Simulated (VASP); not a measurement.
Wanted: the native input for a VASP 6.6.1 run.

| Item | Value |
| --- | --- |
| Task | single point |
| Functional | PBEsol |
| Potentials or basis | VASP PAW PBE potentials, release 64 (Al, Cu) |
| Cutoff | 520 eV |
| k mesh | 12 × 12 × 10 |
| Occupations | gaussian, width 0.1 eV |
| Spin | no spin polarisation |
| Dipole correction | no |
| Further INCAR settings | ALGO = Fast; EDIFF = 1e-06; NBANDS = 24 |

The structure of Al3Cu2 lies in POSCAR:

```
Al3Cu2
1.0
    4.0919516368      0.0000000000      0.0000000000
   -2.0459758184      3.5437340685      0.0000000000
    0.0000000000      0.0000000000      4.9927787000
Al Cu
3 2
Direct
    0.0000000000      0.0000000000      0.0000000000
    0.3333333333      0.6666666667      0.3499253500
    0.6666666667      0.3333333333      0.6500746500
    0.3333333333      0.6666666667      0.8395121300
    0.6666666667      0.3333333333      0.1604878700
```

The input as run:

INCAR

```
  PREC = Accurate
  ENCUT = 520
  EDIFF = 1E-6
  ISMEAR = 0
  SIGMA = 0.1
  LREAL = F
  LASPH = T
  NELM = 80
  ALGO = Fast
  ISIF = 2
  LWAVE = F
  LCHARG = F
  GGA = PS
  NBANDS = 24
```

KPOINTS

```
Automatic mesh
0
Gamma
  12 12 10
```

Potentials or basis: VASP PAW PBE potentials, release 64 (Al, Cu).

The run is started by

```sh
$ cat potpaw_PBE.64/Al/POTCAR potpaw_PBE.64/Cu/POTCAR > POTCAR
$ mpirun -np 1 vasp_std > vasp.out
```

Results of the run:

* Pressure: 0.5 GPa
* Largest force: 0.063 eV/Å

Caveat: the PAW data sets were made with another functional, which shifts forces and pressure a little.

Run time: 3.8 min on 1 thread of Intel(R) Xeon(R) 6975P-C (Granite Rapids), on a shared host, peak memory 0.36 GiB.
